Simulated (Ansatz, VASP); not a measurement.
# Two plane-wave programs on Ni

```
Ni
1.0
     0.00000    2.59302    2.59302
     2.59302    0.00000    2.59302
     2.59302    2.59302    0.00000
Ni
2
Direct
  0.12500 0.12500 0.12500
  0.87500 0.87500 0.87500
```

Alike in both runs: functional BLYP; k mesh 11 × 11 × 11; occupations fermi-dirac, width 0.1 eV; no spin polarisation.

Ansatz relaxed the structure, and its values are those at the end. VASP's run is a single point on that final structure, the one shown.

```csv
,VASP,Ansatz
version,VASP 6.6.1,Ansatz 0.2.0
potentials or method,"VASP PAW PBE potentials, release 64 (Ni), cutoff 520 eV","plane waves (420 eV) with PAW, scalar-relativistic"
valence electrons in the cell,20,36
```

|  | VASP | Ansatz | Ansatz less VASP |
| --- | --- | --- | --- |
| pressure (GPa) | 0.1 | 0.0 | -0.07 |

VASP's potentials were made for PBE, not for BLYP. VASP's potentials hold 20 valence electrons a cell and Ansatz's 36, so a difference there can come from the potentials and not from the codes.
